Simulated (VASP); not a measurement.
Write the native input for VASP 6.6.1 that does the following.

| Quantity | Value |
| --- | --- |
| Task | single point |
| Functional | PBEsol |
| Potentials or basis | VASP PAW PBE potentials, release 64 (Mo_sv) |
| Cutoff | 520 eV |
| k mesh | 22 × 22 × 22 |
| Occupations | gaussian, width 0.15 eV |
| Spin | no spin polarisation |
| Dipole correction | no |
| Further INCAR settings | ALGO = Fast; EDIFF = 1e-07; NBANDS = 13 |

The structure of Mo lies in POSCAR:

```
Mo
1.0
   -1.5710000000      1.5710000000      1.4139000000
    1.5710000000     -1.5710000000      1.4139000000
    1.5710000000      1.5710000000     -1.4139000000
Mo
1
Direct
    0.0000000000      0.0000000000      0.0000000000
```

This cell differs from its parent crystal: strain -0.1000 x Voigt [0, 0, 1, 0, 0, 0].

These files were run (other wordings do the same):

INCAR

```
ALGO = Fast ; EDIFF = 1E-7
ENCUT = 520 ; GGA = PS
ISIF = 2 ; ISMEAR = 0
LASPH = True ; LCHARG = False
LREAL = False ; LWAVE = False
NBANDS = 13 ; NELM = 60
PREC = Accurate ; SIGMA = 0.15
```

KPOINTS

```
k-points
0
Gamma
  22 22 22
```

Potentials or basis: VASP PAW PBE potentials, release 64 (Mo_sv).

Launch:

```console
$ cat potpaw_PBE.64/Mo_sv/POTCAR > POTCAR
$ mpirun -np 1 vasp_std > vasp.out
```

It gave:

```
Pressure               : 34.1 GPa
Band gap on the k mesh : zero (band 7 reaches 18.98 eV, above the bottom of band 8 at 12.84 eV)
```

Caveat: the cell differs from its parent crystal (strain -0.1000 x Voigt [0, 0, 1, 0, 0, 0]); the PAW data sets were made with another functional, which shifts forces and pressure a little.

Wall time 72 s on 1 thread of Intel(R) Xeon(R) Platinum 8488C (Sapphire Rapids), on a shared host, peak memory 0.25 GiB.
